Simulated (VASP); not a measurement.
# CaO (Cmcm) in VASP: a series of runs

CaO is run at these levels: PBE; tasks: single point.

All numbers are computed with VASP 6.6.1; they aren't measurements. Logs are shortened: lines on timing, memory, paths and dates and some standing lists are left out, and cuts for length are marked.

## (1) The cell of the first run

Symmetry: Cmcm, No. 63, orthorhombic system. Conventional cell: a = 4.232 Å, b = 6.820 Å, c = 4.615 Å, α = 90.00°, β = 90.00°, γ = 90.00°. Ca (site symmetry m2m) has 5 O at 2.27 to 2.40 Å within 3.0 Å. O (site symmetry m2m) has 5 Ca at 2.27 to 2.40 Å within 3.0 Å.

## (2) Single point, PBE

INCAR reads:

```
SYSTEM = CaO
  PREC = Accurate
  ENCUT = 520
  EDIFF = 1E-7
  ISMEAR = 0
  SIGMA = 0.05
  LREAL = .FALSE.
  LASPH = .TRUE.
  NELM = 80
  ALGO = Normal
  ISIF = 2
  LWAVE = .FALSE.
  LCHARG = .TRUE.
  GGA = PE
  LELF = .TRUE.
  LVHAR = .TRUE.
  NBANDS = 24
```

KPOINTS reads:

```
regular mesh
0
G
  9 9 6
  0 0 0
```

POSCAR reads:

```
CaO
1.0
    4.2317390228      0.0000000000      0.0000000000
   -2.1158695114      3.4102313282      0.0000000000
    0.0000000000      0.0000000000      4.6154481346
Ca O
2 2
Direct
    0.3333333333      0.6666666667      0.7500000000
    0.6666666667      0.3333333333      0.2500000000
    0.3333333333      0.6666666667      0.2500000000
    0.6666666667      0.3333333333      0.7500000000
```

Potentials or basis: VASP PAW PBE potentials, release 64 (Ca_sv, O).

The run is started by

```sh
$ cat potpaw_PBE.64/Ca_sv/POTCAR potpaw_PBE.64/O/POTCAR > POTCAR
$ mpirun -np 1 vasp_std > vasp.out
```

OUTCAR:

```text
SYSTEM = CaO
   PREC = Accurate
   ENCUT = 520
   EDIFF = 1E-7
   ISMEAR = 0
   LREAL = .FALSE.
   LASPH = .TRUE.
   NELM = 80
   ISIF = 2
   GGA = PE

 ion  position               nearest neighbor table
   1  0.333  0.667  0.750-   4 2.27   3 2.31   3 2.31   4 2.40   4 2.40
   2  0.667  0.333  0.250-   3 2.27   4 2.31   4 2.31   3 2.40   3 2.40
   3  0.333  0.667  0.250-   2 2.27   1 2.31   1 2.31   2 2.40   2 2.40
   4  0.667  0.333  0.750-   1 2.27   2 2.31   2 2.31   1 2.40   1 2.40

  Warning from LATTYP: Monoclinic adjustment (A1->A3, A2->A1, A3->A2)!
  LATTYP: Found a base centered orthorhombic cell.
 ALAT       =     4.2317390228
 B/A-ratio  =     1.6117399064
 C/A-ratio  =     1.0906740963

  Lattice vectors:

 A1 = (   2.1158695114,  -3.4102313282,   0.0000000000)
 A2 = (   2.1158695114,   3.4102313282,   0.0000000000)
 A3 = (   0.0000000000,   0.0000000000,   4.6154481346)

Analysis of symmetry for initial positions (statically):
=====================================================================
 Subroutine PRICEL returns:
 Original cell was already a primitive cell.

 Routine SETGRP: Setting up the symmetry group for a
 base centered orthorhombic supercell.

 Subroutine GETGRP returns: Found  8 space group operations
 (whereof  4 operations were pure point group operations)
 out of a pool of  8 trial point group operations.

The static configuration has the point symmetry C_2h.
 The point group associated with its full space group is D_2h.

Analysis of symmetry for dynamics (positions and initial velocities):
=====================================================================
 Subroutine PRICEL returns:
 Original cell was already a primitive cell.

 Routine SETGRP: Setting up the symmetry group for a
 base centered orthorhombic supercell.

 Subroutine GETGRP returns: Found  8 space group operations
 (whereof  4 operations were pure point group operations)
 out of a pool of  8 trial point group operations.

The dynamic configuration has the point symmetry C_2h.
 The point group associated with its full space group is D_2h.

 Subroutine INISYM returns: Found  8 space group operations
 (whereof  4 operations are pure point group operations),
 and found     1 'primitive' translations

----------------------------------------------------------------------------------------

                                     Primitive cell

  volume of cell :      66.6065

  direct lattice vectors                    reciprocal lattice vectors
[... 86 lines left out ...]
   LNONCOLLINEAR =      F non collinear calculations
   LSORBIT =      F    spin-orbit coupling
   LASPH  =      T    aspherical Exc in radial PAW
   ENCUT  =  520.0 eV  38.22 Ry    6.18 a.u.   7.87  7.46  8.58*2*pi/ulx,y,z
   NELM   =     80;   NELMIN=  2; NELMDL= -5     # of ELM steps
   EDIFF  = 0.1E-06   stopping-criterion for ELM
   LREAL  =      F    real-space projection
   EDIFFG = 0.1E-05   stopping-criterion for IOM
   NSW    =      0    number of steps for IOM
   IBRION =     -1    ionic relax: 0-MD 1-quasi-New 2-CG
   NFREE  =      0    steps in history (QN), initial steepest desc. (CG)
   ISIF   =      2    stress and relaxation
   ISYM   =      2    0-nonsym 1-usesym 2-fastsym
   POTIM  = 0.5000    time-step for ionic-motion
   TEBEG  =    0.0;   TEEND  =   0.0 temperature during run
   PSTRESS=    0.0 pullay stress
   NELECT =      32.0000    total number of electrons
   NUPDOWN=      -1.0000    fix difference up-down
   EMIN   =  10.00;   EMAX   =-10.00  energy-range for DOS
   EFERMI =   0.00;   METHOD = LEGACY
   ISMEAR =     0;   SIGMA  =   0.05  broadening in eV -4-tet -1-fermi 0-gaus
   EFERMI_NEDOS =   21; number of points for ismear=-14 and -15
   IALGO  =     38    algorithm
   IMIX   =      4    mixing-type and parameters
     AMIX     =   0.40;   BMIX     =  1.00
     AMIX_MAG =   1.60;   BMIX_MAG =  1.00
  volume/ion in A,a.u.               =      16.65       112.37
  Fermi-wavevector in a.u.,A,eV,Ry     =   1.282191  2.422989 22.368155  1.644013
  Thomas-Fermi vector in A             =   2.414517
   LORBIT       =      0    0 simple, 1 ext, 2 COOP (PROOUT), +10 PAW based schemes
   GGA     = PE    functional components
   LHFCALC =     F    Hartree Fock is set to
   AEXX    =    0.0000 exact exchange contribution
   IVDW    =     0    specifies the selected vdW correction
   LEPSILON=     F    determine dielectric tensor
   LRPA    =     F    only Hartree local field effects (RPA)
 non-spin polarized calculation
 Gauss-broadening in eV      SIGMA  =   0.05
  energy-cutoff  :      520.00
  volume of cell :       66.61
 maximum number of plane-waves:      1816
   NGX = 15   NGY = 15   NGZ = 17

 number of electron      32.0000005 magnetization

 Free energy of the ion-electron system (eV)
  ---------------------------------------------------
  ext. energy  EPLUGINS =         0.00000000
  ---------------------------------------------------
  free energy    TOTEN  =       -25.23918167 eV

  energy without entropy =      -25.23918167  energy(sigma->0) =      -25.23918167

 E-fermi :   1.6748     XC(G=0):  -9.3338

 val. band max:        1.4023768568   @ k =   0.0000   0.0000   0.0000
 cond. band min:       4.3323010048   @ k =   0.0000   0.0000   0.0000
 fundamental gap:      2.9299241480
 Fermi energy:         1.6747532416

 k-point     1 :       0.0000    0.0000    0.0000
  band No.  band energies     occupation
      1     -36.3593      2.00000
      2     -36.2165      2.00000
      3     -17.6774      2.00000
      4     -17.5130      2.00000
      5     -17.4805      2.00000
      6     -17.2724      2.00000
[... 637 lines left out ...]
     23       9.7833      0.00000
     24      10.0494      0.00000

 [... further k-points ...]
[... 5 lines left out ...]
  --------------------------------------------------------------------------------------
  -------------------------------------------------------------------------------------
  Total       -1.4539439      0.7674430      3.2376535      0.0000000      0.0000000      0.0000000
  in kB      -34.9737057     18.4603591     77.8797163      0.0000000      0.0000000      0.0000000
  external PRESSURE =      20.4554566 kB  Pullay stress =       0.0000000 kB

 VOLUME and BASIS-vectors are now :
 -----------------------------------------------------------------------------
  energy-cutoff  :      520.00
  volume of cell :       66.61
      direct lattice vectors                 reciprocal lattice vectors
     4.231739023  0.000000000  0.000000000     0.236309469  0.146617620  0.000000000
    -2.115869511  3.410231328  0.000000000     0.000000000  0.293235239  0.000000000
     0.000000000  0.000000000  4.615448135     0.000000000  0.000000000  0.216663685

 POSITION                                       TOTAL-FORCE (eV/Angst)
 -----------------------------------------------------------------------------------
     -0.00000      2.27349      3.46159         0.000000     -0.426015      0.000000
      2.11587      1.13674      1.15386        -0.000000      0.426015      0.000000
     -0.00000      2.27349      1.15386         0.000000     -0.302707      0.000000
      2.11587      1.13674      3.46159         0.000000      0.302707     -0.000000
 -----------------------------------------------------------------------------------
    total drift:                               -0.000000      0.000000     -0.000000

  FREE ENERGIE OF THE ION-ELECTRON SYSTEM (eV)
  ---------------------------------------------------
  free  energy   TOTEN  =       -25.2391816675 eV

  energy  without entropy=      -25.2391816675  energy(sigma->0) =      -25.23918167
```

Wall time 2 min (1 thread of Oxide Virtual Turin-like, shared host); peak memory 0.23 GiB.

What came out:

- Free energy: -25.2392 eV
- Pressure: 2.0 GPa
- Largest force: 0.426 eV/Å
- Band gap on the k mesh: 2.93 eV, direct

Forces in eV/Å, atoms in the order of the input:
```
Ca   0.000 -0.426  0.000
Ca   0.000  0.426  0.000
O    0.000 -0.303  0.000
O    0.000  0.303  0.000
```

Stress tensor (GPa, compression positive):
```
-3.50  0.00  0.00
 0.00  1.85  0.00
 0.00  0.00  7.79
```

Caveat: the cell differs from its parent crystal (strain +e along x and -e along y +0.0367, strain +e along z and -e/2 along x and y -0.0400).

## (3) Single point, PBE

This run uses another cell than the first one, of the same volume but with other edges.

INCAR reads:

```
SYSTEM = CaO
PREC     = Accurate       ! precision mode
ENCUT    = 520            ! plane-wave cutoff, eV
EDIFF    = 1E-6           ! SCF threshold, eV
ISMEAR   = 0              ! smearing method
SIGMA    = 0.05           ! smearing width, eV
LREAL    = .FALSE.        ! projectors in reciprocal space
LASPH    = .TRUE.         ! aspherical terms in the spheres
NELM     = 80             ! most SCF steps
ALGO     = Normal         ! electronic algorithm
ISIF     = 2              ! what is computed and relaxed
LWAVE    = .FALSE.        ! write WAVECAR
LCHARG   = .TRUE.         ! write CHGCAR
GGA      = PE             ! functional
LELF     = .TRUE.         ! ELF
LVHAR    = .TRUE.       
NBANDS   = 24             ! bands
```

KPOINTS reads:

```
Automatic mesh
0
G
  9 9 6
  0 0 0
```

POSCAR reads:

```
CaO
1.0
    4.1782766248      0.0000000000      0.0000000000
   -2.0891383124      3.3639315334      0.0000000000
    0.0000000000      0.0000000000      4.7438152858
Ca O
2 2
Direct
    0.3333333333      0.6666666667      0.7500000000
    0.6666666667      0.3333333333      0.2500000000
    0.3333333333      0.6666666667      0.2500000000
    0.6666666667      0.3333333333      0.7500000000
```

Potentials or basis: VASP PAW PBE potentials, release 64 (Ca_sv, O).

The run is started by

```sh
$ cat potpaw_PBE.64/Ca_sv/POTCAR potpaw_PBE.64/O/POTCAR > POTCAR
$ mpirun -np 1 vasp_std > vasp.out
```

It took 2 min on 1 thread of Oxide Virtual Turin-like, shared host; peak memory 0.23 GiB.

Results (log left out):

```
Free energy            : -25.2991 eV
Pressure               : 1.0 GPa
Largest force          : 0.477 eV/Å
Band gap on the k mesh : 3.08 eV, direct
```

Forces in eV/Å, atoms in the order of the input:
```
Ca   0.000 -0.477  0.000
Ca   0.000  0.477  0.000
O    0.000 -0.365  0.000
O    0.000  0.365  0.000
```

Stress tensor (GPa, compression positive):
```
-2.69  0.00  0.00
 0.00  3.21  0.00
 0.00  0.00  2.56
```

Levels at points of the mesh, in eV from the valence-band top:
| k point | band 13 | band 14 | band 15 | band 16 | band 17 | band 18 | band 19 | band 20 |
| --- | --- | --- | --- | --- | --- | --- | --- | --- |
| (0.00, 0.00, 0.00) | -1.13 | -1.08 | -1.06 | 0.00 | 3.08 | 6.04 | 6.09 | 7.70 |
| (0.00, 0.00, 0.50) | -1.35 | -1.35 | -1.23 | -1.23 | 4.87 | 4.87 | 7.66 | 7.66 |

Caveat: the cell differs from its parent crystal (strain +e along x and -e along y +0.0367, strain +e along z and -e/2 along x and y -0.0133). A k mesh can miss the band edges.

## (4) Single point, PBE

This run uses another cell than the first one, of the same volume but with other edges.

INCAR reads:

```
ALGO     = Normal         # electronic algorithm
EDIFF    = 1E-6           # SCF threshold, eV
ENCUT    = 520            # plane-wave cutoff, eV
GGA      = PE             # functional
ISIF     = 2              # what is computed and relaxed
ISMEAR   = 0              # smearing method
LASPH    = True           # aspherical terms in the spheres
LCHARG   = False          # write CHGCAR
LREAL    = False          # projectors in reciprocal space
LWAVE    = False          # write WAVECAR
NBANDS   = 24             # bands
NELM     = 60             # most SCF steps
PREC     = Accurate       # precision mode
SIGMA    = 0.05           # smearing width, eV
```

KPOINTS reads:

```
k-points
0
Gamma
  9 9 6
```

POSCAR, as its differences from that of step 3:

```diff
@@ -2,4 +2,4 @@
 1.0
-    4.1782766248      0.0000000000      0.0000000000
-   -2.0891383124      3.3639315334      0.0000000000
+    3.8843335527      0.0000000000      0.0000000000
+   -1.9421667764      3.6184937011      0.0000000000
     0.0000000000      0.0000000000      4.7438152858
```

The run is started by

```sh
$ cat potpaw_PBE.64/Ca_sv/POTCAR potpaw_PBE.64/O/POTCAR > POTCAR
$ mpirun -np 1 vasp_std > vasp.out
```

Wall time 2.4 min (1 thread of Oxide Virtual Turin-like, shared host); peak memory 0.24 GiB.

It converged, with:

```
Free energy            : -25.3021 eV
Pressure               : 1.0 GPa
Largest force          : 0.380 eV/Å
Band gap on the k mesh : 3.08 eV, direct
```

Forces on the atoms (eV/Å):
```
Ca   0.000  0.380  0.000
Ca   0.000 -0.380  0.000
O    0.000  0.275  0.000
O    0.000 -0.275  0.000
```

Stress tensor (GPa, compression positive):
```
 2.86  0.00  0.00
 0.00 -2.43  0.00
 0.00  0.00  2.53
```

Levels at points of the mesh, in eV from the valence-band top:
```
           k point  band 14  band 15  band 16  band 17  band 18  band 19
(0.00, 0.00, 0.00)    -1.08    -1.06     0.00     3.08     6.00     6.12
(0.00, 0.00, 0.50)    -1.35    -1.23    -1.23     4.86     4.86     7.66
```

Caveat: the cell differs from its parent crystal (strain +e along x and -e along y -0.0367, strain +e along z and -e/2 along x and y -0.0133). A k mesh can miss the band edges.

## (5) The runs side by side

| cell | gap on the mesh (eV) | pressure (GPa) | largest force (eV/Å) |
| --- | --- | --- | --- |
| a = 4.232, b = 4.013, c = 4.615 Å, angles 90.0, 90.0, 121.8°, 4 atoms | 2.93 | 2.0 | 0.43 |
| a = 4.178, b = 3.960, c = 4.744 Å, angles 90.0, 90.0, 121.8°, 4 atoms | 3.08 | 1.0 | 0.48 |
| a = 3.884, b = 4.107, c = 4.744 Å, angles 90.0, 90.0, 118.2°, 4 atoms | 3.08 | 1.0 | 0.38 |

Alike in all rows: task single point; level PBE; potentials or basis VASP PAW PBE potentials, release 64 (Ca_sv, O); no spin polarisation; k mesh 9 × 9 × 6; cutoff (eV) 520; smearing gaussian 0.05 eV.

Absolute energies hang on the potentials; compare differences alone.
